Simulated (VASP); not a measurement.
Wanted: the native input for a VASP 6.6.1 run.

- Task: single point
- Functional: PBE
- Potentials or basis: VASP PAW PBE potentials, release 64 (Hf_pv, Cl)
- Cutoff: 520 eV
- k mesh: 12 × 12 × 8
- Occupations: gaussian, width 0.1 eV
- Spin: no spin polarisation
- Dipole correction: no
- Further INCAR settings: ALGO = Normal; EDIFF = 1e-06; NBANDS = 32

The structure of Hf4Cl lies in POSCAR:

```
Hf4Cl
1.0
    5.7084156090      0.0000000000      0.0000000000
   -2.8542078045      4.9436329328      0.0000000000
    0.0000000000      0.0000000000      4.5392604802
Hf Cl
4 1
Direct
    0.5000000000      0.0000000000      0.0000000000
    0.0000000000      0.5000000000      0.0000000000
    0.5000000000      0.5000000000      0.0000000000
    0.0000000000      0.0000000000      0.5000000000
    0.0000000000      0.0000000000      0.0000000000
```

The cell was generated, and may not be a known phase.

The input as run:

INCAR

```
  PREC = Accurate
  ENCUT = 520
  EDIFF = 1E-6
  ISMEAR = 0
  SIGMA = 0.1
  LREAL = F
  LASPH = T
  NELM = 100
  ALGO = Normal
  ISIF = 2
  LWAVE = F
  LCHARG = F
  GGA = PE
  NBANDS = 32
```

KPOINTS

```
regular mesh
0
Gamma
  12 12 8
```

Potentials or basis: VASP PAW PBE potentials, release 64 (Hf_pv, Cl).

Command:

```console
$ cat potpaw_PBE.64/Hf_pv/POTCAR potpaw_PBE.64/Cl/POTCAR > POTCAR
$ mpirun -np 1 vasp_std > vasp.out
```

Results of the run:

```json
{
  "Pressure": "-0.3 GPa",
  "Band gap on the k mesh": "zero (an odd number of electrons rules out a gap without spin polarisation)"
}
```

Caveat: spin-orbit coupling is left out, which moves the levels of the heavy elements; an odd number of electrons without spin polarisation forces a metal; a magnetic or distorted state may lie lower.

Run time: 6.2 min on 1 thread of Intel Xeon 8259CL, with other jobs on the host, peak memory 0.45 GiB.
